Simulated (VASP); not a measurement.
# Nb2AlC (P6_3/mmc) in VASP: relaxation of cell and atoms with LDA

Aim: the relaxation of cell and atoms of Nb2AlC with LDA.

All numbers are computed with VASP 6.6.1; they aren't measurements. Logs are shortened: lines on timing, memory, paths and dates and some standing lists are left out, and cuts for length are marked.

**1. The cell of the first run**

Symmetry: P6_3/mmc, No. 194, hexagonal system. The conventional cell has a = 3.118 Å, b = 3.118 Å, c = 13.938 Å, α = 90.00°, β = 90.00°, γ = 120.00°. Within 3.8 Å of Al (site symmetry -6m2) lie 6 Nb at 2.88 Å and 6 Al at 3.12 Å. Within 2.9 Å of Nb (site symmetry 3m) lie 3 C at 2.19 Å and 3 Al at 2.88 Å. C (site symmetry -3m) has 6 Nb at 2.19 Å within 2.9 Å.

**2. Relaxation of cell and atoms, LDA**

File INCAR:

```
  PREC = Accurate
  ENCUT = 600
  EDIFF = 1E-7
  ISMEAR = 0
  SIGMA = 0.1
  LREAL = False
  LASPH = True
  NELM = 100
  ALGO = Normal
  ISIF = 3
  LWAVE = False
  LCHARG = False
  IBRION = 2
  NSW = 70
  EDIFFG = -0.005
```

File KPOINTS:

```
regular mesh
0
Gamma
  15 15 4
```

File POSCAR:

```
Nb2AlC
1.0
    3.1184250909      0.0000000000      0.0000000000
   -1.5592125454      2.7006353485      0.0000000000
    0.0000000000      0.0000000000     13.9376198955
Al Nb C
2 4 2
Direct
    0.3333333333      0.6666666667      0.7500000000
    0.6666666667      0.3333333333      0.2500000000
    0.3333333333      0.6666666667      0.0889836084
    0.6666666667      0.3333333333      0.5889836084
    0.6666666667      0.3333333333      0.9110163916
    0.3333333333      0.6666666667      0.4110163916
    0.0000000000      0.0000000000      0.0000000000
    0.0000000000      0.0000000000      0.5000000000
```

Potentials or basis: VASP PAW LDA potentials, release 64 (Al, Nb_sv, C).

Started as:

```console
> cat potpaw_LDA.64/Al/POTCAR potpaw_LDA.64/Nb_sv/POTCAR potpaw_LDA.64/C/POTCAR > POTCAR
> mpirun -np 1 vasp_std > vasp.out
```

OUTCAR:

```text
PREC = Accurate
   ENCUT = 600
   EDIFF = 1E-7
   ISMEAR = 0
   LREAL = False
   LASPH = True
   NELM = 100
   ISIF = 3
   IBRION = 2
   NSW = 70
   EDIFFG = -0.005

 ion  position               nearest neighbor table
   1  0.333  0.667  0.750-   4 2.88   5 2.88   4 2.88   5 2.88   4 2.88   5 2.88
   2  0.667  0.333  0.250-   3 2.88   6 2.88   3 2.88   6 2.88   3 2.88   6 2.88
   3  0.333  0.667  0.089-   7 2.19   7 2.19   7 2.19   2 2.88   2 2.88   2 2.88
   4  0.667  0.333  0.589-   8 2.19   8 2.19   8 2.19   1 2.88   1 2.88   1 2.88
   5  0.667  0.333  0.911-   7 2.19   7 2.19   7 2.19   1 2.88   1 2.88   1 2.88
   6  0.333  0.667  0.411-   8 2.19   8 2.19   8 2.19   2 2.88   2 2.88   2 2.88
   7  0.000  0.000  0.000-   3 2.19   5 2.19   3 2.19   5 2.19   5 2.19   3 2.19
   8  0.000  0.000  0.500-   4 2.19   6 2.19   6 2.19   4 2.19   4 2.19   6 2.19

  LATTYP: Found a hexagonal cell.
 ALAT       =     3.1184250909
 C/A-ratio  =     4.4694419424

  Lattice vectors:

 A1 = (   3.1184250909,   0.0000000000,   0.0000000000)
 A2 = (  -1.5592125454,   2.7006353485,   0.0000000000)
 A3 = (   0.0000000000,   0.0000000000,  13.9376198955)

Analysis of symmetry for initial positions (statically):
=====================================================================
 Subroutine PRICEL returns:
 Original cell was already a primitive cell.

 Routine SETGRP: Setting up the symmetry group for a
 hexagonal supercell.

 Subroutine GETGRP returns: Found 24 space group operations
 (whereof 12 operations were pure point group operations)
 out of a pool of 24 trial point group operations.

The static configuration has the point symmetry D_3d.
 The point group associated with its full space group is D_6h.

Analysis of symmetry for dynamics (positions and initial velocities):
=====================================================================
 Subroutine PRICEL returns:
 Original cell was already a primitive cell.

 Routine SETGRP: Setting up the symmetry group for a
 hexagonal supercell.

 Subroutine GETGRP returns: Found 24 space group operations
 (whereof 12 operations were pure point group operations)
 out of a pool of 24 trial point group operations.

The dynamic configuration has the point symmetry D_3d.
 The point group associated with its full space group is D_6h.

 Subroutine INISYM returns: Found 24 space group operations
 (whereof 12 operations are pure point group operations),
 and found     1 'primitive' translations

----------------------------------------------------------------------------------------

                                     Primitive cell

  volume of cell :     117.3789

  direct lattice vectors                    reciprocal lattice vectors
     3.118425091  0.000000000  0.000000000     0.320674690  0.185141619  0.000000000
    -1.559212545  2.700635349  0.000000000     0.000000000  0.370283237  0.000000000
     0.000000000  0.000000000 13.937619895     0.000000000  0.000000000  0.071748262

  length of vectors
     3.118425091  3.118425091 13.937619895     0.370283237  0.370283237  0.071748262

  position of ions in fractional coordinates (direct lattice)
     0.333333333  0.666666667  0.750000000
     0.666666667  0.333333333  0.250000000
     0.333333333  0.666666667  0.088983608
     0.666666667  0.333333333  0.588983608
     0.666666667  0.333333333  0.911016392
     0.333333333  0.666666667  0.411016392
     0.000000000  0.000000000  0.000000000
     0.000000000  0.000000000  0.500000000

  ion indices of the primitive-cell ions
   primitive index   ion index
                 1           1
                 2           2
                 3           3
                 4           4
                 5           5
                 6           6
                 7           7
                 8           8

----------------------------------------------------------------------------------------

 KPOINTS: regular mesh

Automatic generation of k-mesh.
 Grid dimensions read from file:
 generate k-points for:   15   15    4

 Generating k-lattice:

  Cartesian coordinates                     Fractional coordinates (reciprocal lattice)
     0.021378313  0.012342775  0.000000000     0.066666667  0.000000000  0.000000000
     0.000000000  0.024685549  0.000000000     0.000000000  0.066666667  0.000000000
     0.000000000  0.000000000  0.017937065     0.000000000  0.000000000  0.250000000

  Length of vectors
     0.024685549  0.024685549  0.017937065

  Shift w.r.t. Gamma in fractional coordinates (k-lattice)
     0.000000000  0.000000000  0.000000000

 Subroutine IBZKPT returns following result:
 ===========================================

 Found     81 irreducible k-points:

 Following reciprocal coordinates:
            Coordinates               Weight
  0.000000  0.000000  0.000000      1.000000
  0.066667  0.000000  0.000000      6.000000
  0.133333  0.000000  0.000000      6.000000
  0.200000  0.000000  0.000000      6.000000
  0.266667  0.000000  0.000000      6.000000
  0.333333  0.000000  0.000000      6.000000
[... 16 lines left out ...]
  0.333333  0.200000  0.000000     12.000000
  0.400000  0.200000  0.000000      6.000000
 [... further k-points ...]
   k-points           NKPTS =     81   k-points in BZ     NKDIM =     81   number of bands    NBANDS=     39
   number of dos      NEDOS =    301   number of ions     NIONS =      8
   total plane-waves  NPLWV =  87808
   dimension x,y,z NGX =    28 NGY =   28 NGZ =  112
   dimension x,y,z NGXF=    56 NGYF=   56 NGZF=  224
   ions per type =               2   4   2
   NGX,Y,Z   is equivalent  to a cutoff of  14.93, 14.93, 13.36 a.u.
   NGXF,Y,Z  is equivalent  to a cutoff of  29.85, 29.85, 26.72 a.u.
 SYSTEM =  unknown system
   PREC   = accura    normal or accurate (medium, high low for compatibility)
   ISTART =      0    job   : 0-new  1-cont  2-samecut
   ICHARG =      2    charge: 1-file 2-atom 10-const
   ISPIN  =      1    spin polarized calculation?
   LNONCOLLINEAR =      F non collinear calculations
   LSORBIT =      F    spin-orbit coupling
   LASPH  =      T    aspherical Exc in radial PAW
   ENCUT  =  600.0 eV  44.10 Ry    6.64 a.u.   6.23  6.23 27.84*2*pi/ulx,y,z
   NELM   =    100;   NELMIN=  2; NELMDL= -5     # of ELM steps
   EDIFF  = 0.1E-06   stopping-criterion for ELM
   LREAL  =      F    real-space projection
   EDIFFG = -.5E-02   stopping-criterion for IOM
   NSW    =     70    number of steps for IOM
   IBRION =      2    ionic relax: 0-MD 1-quasi-New 2-CG
   NFREE  =      1    steps in history (QN), initial steepest desc. (CG)
   ISIF   =      3    stress and relaxation
   ISYM   =      2    0-nonsym 1-usesym 2-fastsym
   POTIM  = 0.5000    time-step for ionic-motion
   TEBEG  =    0.0;   TEEND  =   0.0 temperature during run
   PSTRESS=    0.0 pullay stress
   NELECT =      66.0000    total number of electrons
   NUPDOWN=      -1.0000    fix difference up-down
   EMIN   =  10.00;   EMAX   =-10.00  energy-range for DOS
   EFERMI =   0.00;   METHOD = LEGACY
   ISMEAR =     0;   SIGMA  =   0.10  broadening in eV -4-tet -1-fermi 0-gaus
   EFERMI_NEDOS =   21; number of points for ismear=-14 and -15
   IALGO  =     38    algorithm
   IMIX   =      4    mixing-type and parameters
     AMIX     =   0.40;   BMIX     =  1.00
     AMIX_MAG =   1.60;   BMIX_MAG =  1.00
  volume/ion in A,a.u.               =      14.67        99.01
  Fermi-wavevector in a.u.,A,eV,Ry     =   1.351220  2.553436 24.841469  1.825796
  Thomas-Fermi vector in A             =   2.478660
   LORBIT       =      0    0 simple, 1 ext, 2 COOP (PROOUT), +10 PAW based schemes
   GGA     = CA    functional components
   LHFCALC =     F    Hartree Fock is set to
   AEXX    =    0.0000 exact exchange contribution
   IVDW    =     0    specifies the selected vdW correction
   LEPSILON=     F    determine dielectric tensor
   LRPA    =     F    only Hartree local field effects (RPA)
 conjugate gradient relaxation of ions
 non-spin polarized calculation
 Gauss-broadening in eV      SIGMA  =   0.10
  energy-cutoff  :      600.00
  volume of cell :      117.38
 maximum number of plane-waves:      3944
 NGX is ok and might be reduce to    28
   NGX = 13   NGY = 13   NGZ = 55

--------------------------------------- Ionic step        1  -------------------------------------------

 number of electron      66.0000003 magnetization

 Free energy of the ion-electron system (eV)
  ---------------------------------------------------
  ext. energy  EPLUGINS =         0.00000000
  ---------------------------------------------------
  free energy    TOTEN  =       -78.18699355 eV

  energy without entropy =      -78.16533411  energy(sigma->0) =      -78.17616383

------------------------ aborting loop because EDIFF is reached ----------------------------------------

  FORCE on cell =-STRESS in cart. coord.  units (eV):
  Direction    XX          YY          ZZ          XY          YZ          ZX
  --------------------------------------------------------------------------------------
  -------------------------------------------------------------------------------------
  Total       -6.0790085     -6.0790085     -6.4438472     -0.0000000      0.0000000      0.0000000
  in kB      -82.9761825    -82.9761825    -87.9560944     -0.0000000      0.0000000      0.0000000
  external PRESSURE =     -84.6361531 kB  Pullay stress =       0.0000000 kB
[... 107 lines left out ...]
  FREE ENERGIE OF THE ION-ELECTRON SYSTEM (eV)
  ---------------------------------------------------
  free  energy   TOTEN  =       -78.3123804759 eV

  energy  without entropy=      -78.2911762058  energy(sigma->0) =      -78.30177834

[... ionic steps 4 to 10 ...]

--------------------------------------- Ionic step       11  -------------------------------------------

 number of electron      66.0000000 magnetization

------------------------ aborting loop because EDIFF is reached ----------------------------------------

  FORCE on cell =-STRESS in cart. coord.  units (eV):
  Direction    XX          YY          ZZ          XY          YZ          ZX
  --------------------------------------------------------------------------------------
  -------------------------------------------------------------------------------------
  Total        0.0030113      0.0030113     -0.0488079      0.0000000     -0.0000000      0.0000000
  in kB        0.0428748      0.0428748     -0.6949292      0.0000000     -0.0000000      0.0000000
  external PRESSURE =      -0.2030599 kB  Pullay stress =       0.0000000 kB
[... 69 lines left out ...]
  energy  without entropy=      -78.2961694375  energy(sigma->0) =      -78.30634608

--------------------------------------- Ionic step       13  -------------------------------------------

 number of electron      66.0000000 magnetization

 Free energy of the ion-electron system (eV)
  ---------------------------------------------------
  ext. energy  EPLUGINS =         0.00000000
  ---------------------------------------------------
  free energy    TOTEN  =       -78.31653386 eV

  energy without entropy =      -78.29618059  energy(sigma->0) =      -78.30635722

 E-fermi :  10.6058     XC(G=0): -12.2660

 val. band max:       10.6019614046   @ k =   0.2667   0.1333   0.2500
 cond. band min:      10.6198625608   @ k =   0.1333   0.0000   0.0000
 fundamental gap:      0.0179011562
 Fermi energy:        10.6058324099

 k-point     1 :       0.0000    0.0000    0.0000
  band No.  band energies     occupation
      1     -44.1211      2.00000
      2     -44.1209      2.00000
      3     -44.0256      2.00000
      4     -44.0254      2.00000
      5     -20.8098      2.00000
      6     -20.8011      2.00000
[... 997 lines left out ...]
     38      12.8928      0.00000
     39      13.1390      0.00000

 [... further k-points ...]

------------------------ aborting loop because EDIFF is reached ----------------------------------------

  FORCE on cell =-STRESS in cart. coord.  units (eV):
  Direction    XX          YY          ZZ          XY          YZ          ZX
  --------------------------------------------------------------------------------------
  -------------------------------------------------------------------------------------
  Total        0.0154188      0.0154188     -0.0387430      0.0000000      0.0000000      0.0000000
  in kB        0.2195404      0.2195404     -0.5516409      0.0000000      0.0000000      0.0000000
  external PRESSURE =      -0.0375200 kB  Pullay stress =       0.0000000 kB
[... 23 lines left out ...]
  FREE ENERGIE OF THE ION-ELECTRON SYSTEM (eV)
  ---------------------------------------------------
  free  energy   TOTEN  =       -78.3165338550 eV

  energy  without entropy=      -78.2961805940  energy(sigma->0) =      -78.30635722

 reached required accuracy - stopping structural energy minimisation
```

Run time: 37 min. Hardware: 1 thread of Intel Xeon 6975P-C (Granite Rapids), shared host; peak memory 0.51 GiB.

Results:

| Item | Value |
| --- | --- |
| Free energy | -78.3165 eV |
| Relaxed volume | 14.07 Å³/atom |
| Relaxed cell | a = 3.075 Å, b = 3.075 Å, c = 13.740 Å, α = 90.00°, β = 90.00°, γ = 120.00° |
| Space group after relaxing (to 0.05 Å) | P6_3/mmc (No. 194) |
| Energy gained by relaxing | 16.2 meV/atom |
| Ionic steps | 13 |
| Pressure after relaxing | 0.0 GPa |
| Band gap on the k mesh | zero (band 33 reaches 12.16 eV, above the bottom of band 34 at 9.66 eV) |

Forces on the atoms (eV/Å):
```
Al   0.000  0.000  0.000
Al   0.000  0.000  0.000
Nb   0.000  0.000  0.003
Nb   0.000  0.000  0.003
Nb   0.000  0.000 -0.003
Nb   0.000  0.000 -0.003
C    0.000  0.000  0.000
C    0.000  0.000  0.000
```

Step by step:
| step | energy change (eV) | largest force (eV/Å) | pressure (GPa) | volume (Å³) |
| --- | --- | --- | --- | --- |
| 1 | 0.0000 | 0.3990 | -8.46 | 117.38 |
| 2 | 0.4219 | 1.6363 | 20.96 | 104.70 |
| 3 | -0.1254 | 0.1680 | -0.42 | 113.09 |
| 4 | -0.1255 | 0.1828 | -0.21 | 112.99 |
| 5 | -0.1254 | 0.1956 | -0.03 | 112.90 |
| 6 | -0.1293 | 0.0564 | 0.10 | 112.56 |
| 7 | -0.1295 | 0.0096 | 0.15 | 112.44 |
| 8 | -0.1295 | 0.0134 | 0.16 | 112.45 |
| 9 | -0.1294 | 0.0185 | -0.30 | 112.67 |
| 10 | -0.1295 | 0.0024 | -0.02 | 112.53 |
| 11 | -0.1295 | 0.0027 | -0.02 | 112.53 |
| 12 | -0.1295 | 0.0080 | 0.07 | 112.49 |
| 13 | -0.1295 | 0.0026 | 0.00 | 112.52 |

Final structure:
```
Al Nb C
1.0
     3.07519    0.00000    0.00000
    -1.53760    2.66319    0.00000
     0.00000    0.00000   13.73954
Al Nb C
2 4 2
Direct
  0.33333 0.66667 0.75000
  0.66667 0.33333 0.25000
  0.33333 0.66667 0.08929
  0.66667 0.33333 0.58929
  0.66667 0.33333 0.91071
  0.33333 0.66667 0.41071
  0.00000 0.00000 0.00000
  0.00000 0.00000 0.50000
```
